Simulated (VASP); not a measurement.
TiO: relaxation of cell and atoms with PBEsol

Crystal: TiO.

```
Ti O
1.0
     0.00000    2.23158    2.23158
     2.23158    0.00000    2.23158
     2.23158    2.23158    0.00000
Ti O
1 1
Direct
  0.00000 0.00000 0.00000
  0.25000 0.25000 0.25000
```

```
Program                : VASP 6.6.1
Task                   : relaxation of cell and atoms
Functional             : PBEsol
Potentials or basis    : VASP PAW PBE potentials, release 64 (Ti_sv, O)
Cutoff                 : 600 eV
k mesh                 : 8 × 8 × 8
Occupations            : gaussian, width 0.1 eV
Spin                   : collinear spin, ferromagnetic start
Starting moments       : [0.11, 0.0] μB
Dipole correction      : no
Further INCAR settings : ALGO = Normal; EDIFF = 1e-07; IBRION = 2; EDIFFG = -0.05; NSW = 100; ISIF = 3
```

```
Relaxed volume                                        : 12.06 Å³/atom
Relaxed cell                                          : a = 3.243 Å, b = 3.243 Å, c = 3.243 Å, α = 60.00°, β = 60.00°, γ = 60.00°
Space group after relaxing (to 0.05 Å)                : F-43m (No. 216)
Energy gained by relaxing                             : 48.3 meV/atom
Ionic steps                                           : 3
Pressure after relaxing                               : -0.3 GPa
Band gap on the k mesh                                : zero (filled and empty bands overlap)
Net moment                                            : 0.00 μB per cell
Valence electrons inside the program's atomic spheres : Ti 10.34; O 5.05
```

Step by step:
```csv
step,energy change (eV),largest force (eV/Å),pressure (GPa),volume (Å³)
1,0.0000,0.0000,17.87,22.23
2,0.0189,0.0000,-14.35,26.46
3,-0.0966,0.0000,-0.26,24.12
```

Final structure:
```yaml
crystal:
  lattice:
    - [0.00000, 2.29324, 2.29324]
    - [2.29324, 0.00000, 2.29324]
    - [2.29324, 2.29324, 0.00000]
  atoms:
    - { symbol: Ti, position: [0.00000, 0.00000, 0.00000] }
    - { symbol: O, position: [0.25000, 0.25000, 0.25000] }
```

Levels at points of the mesh, in eV from the Fermi level:
Spin up:
```tsv
k point	band 5	band 6	band 7	band 8	band 9	band 10	band 11	band 12	band 13
(0.00, 0.00, 0.00)	-21.42	-7.38	-7.38	-7.38	-1.21	0.48	0.48	3.37	3.37
(0.50, 0.00, 0.00)	-20.79	-7.81	-6.97	-6.97	0.06	0.74	0.74	2.45	2.45
(0.50, 0.50, 0.00)	-20.59	-8.41	-6.34	-6.34	-1.64	0.53	1.37	1.94	1.94
```
Spin down:
```tsv
k point	band 6	band 7	band 8	band 9	band 10	band 11	band 12	band 13
(0.00, 0.00, 0.00)	-7.38	-7.38	-7.38	-1.21	0.48	0.48	3.37	3.37
(0.50, 0.00, 0.00)	-7.80	-6.97	-6.97	0.06	0.74	0.74	2.45	2.45
(0.50, 0.50, 0.00)	-8.40	-6.34	-6.34	-1.64	0.53	1.37	1.94	1.94
```

It took 96 s on 1 thread of Intel(R) Xeon(R) Platinum 8259CL CPU @ 2.50GHz (Skylake/Cascade Lake), with other jobs on the host, peak memory 0.19 GiB.

Caveat: the PAW data sets were made with another functional, which shifts forces and pressure a little; semilocal functionals often make such compounds metallic where correlation or magnetic order opens a gap, which also shifts bond lengths.
